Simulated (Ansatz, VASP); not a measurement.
## One calculation of WS2, two programs

The input INCAR:

```
SYSTEM = WS2
PREC = Accurate ; ENCUT = 520
EDIFF = 1E-7 ; ISMEAR = 0
SIGMA = 0.05 ; LREAL = .False.
LASPH = .True. ; NELM = 60
ALGO = Normal ; ISIF = 2
LWAVE = .False. ; LCHARG = .False.
GGA = PS ; IVDW = 12
NBANDS = 35
```

The input KPOINTS:

```
regular mesh
0
Gamma
  12 12 4
  0 0 0
```

The input POSCAR:

```
WS2
1.0
    3.1147273971      0.0000000000      0.0000000000
   -1.5573636985      2.6974330517      0.0000000000
    0.0000000000      0.0000000000     11.7722466704
W S
2 4
Direct
    0.3333333333      0.6666666667      0.2500000000
    0.6666666667      0.3333333333      0.7500000000
    0.2286702038      0.6143351019      0.6374193316
    0.5620035372      0.2810017686      0.1374193316
    0.2286702038      0.6143351019      0.9045129492
    0.5620035372      0.2810017686      0.4045129492
```

Input for Ansatz:

```yaml
crystal:
  lattice:
    - [3.1147273971, 0.0, 0.0]
    - [-1.5573636985, 2.6974330517, 0.0]
    - [0.0, 0.0, 11.7722466704]
  atoms:
    - { symbol: W, position: [0.3333333333, 0.6666666667, 0.25] }
    - { symbol: W, position: [0.6666666667, 0.3333333333, 0.75] }
    - { symbol: S, position: [0.2286702038, 0.6143351019, 0.6374193316] }
    - { symbol: S, position: [0.5620035372, 0.2810017686, 0.1374193316] }
    - { symbol: S, position: [0.2286702038, 0.6143351019, 0.9045129492] }
    - { symbol: S, position: [0.5620035372, 0.2810017686, 0.4045129492] }
basis:
  ecutwfc: 420
kpoints:
  mp_grid: { grid: [12, 12, 4] }
hamiltonian:
  xc: pbesol
  dispersion: d3bj
scf:
  occupations: { method: gaussian, width: 0.05 }
output:
  forces: true
  stress: true
  eigenvalues: true
```

Change from the starting cell: all S atoms moved +0.375 Å, as atom 3 towards its neighbour atom 2 (W) at 2.389 Å.

Alike in both runs: task single point; functional PBEsol; dispersion D3(BJ); k mesh 12 × 12 × 4; occupations gaussian, width 0.05 eV; no spin polarisation.

```csv
,VASP,Ansatz
version,VASP 6.6.1,Ansatz 0.2.0
potentials or method,"VASP PAW PBE potentials, release 64 (W_sv, S), cutoff 520 eV","scalar-relativistic, plane waves, PAW"
valence electrons in the cell,52,52
```

|  | VASP | Ansatz | Ansatz less VASP |
| --- | --- | --- | --- |
| gap on the k mesh at the Fermi level (eV) | 0.03 | 0.01 | -0.015 |
| least direct gap on the mesh (eV) | 0.46 | 0.45 | -0.010 |
| pressure (GPa) | 13.5 | 13.4 | -0.14 |
| traceless stress, the component that is largest in VASP (GPa) | -11.78 | -11.85 | -0.065 |
| rms of the force components (eV/Å) | 4.852 | 4.843 | -0.0088 |

VASP's potentials were made for PBE, not for PBEsol. Atom by atom the forces differ by 0.017 eV/Å (rms over components).

Spin-orbit coupling is off throughout.
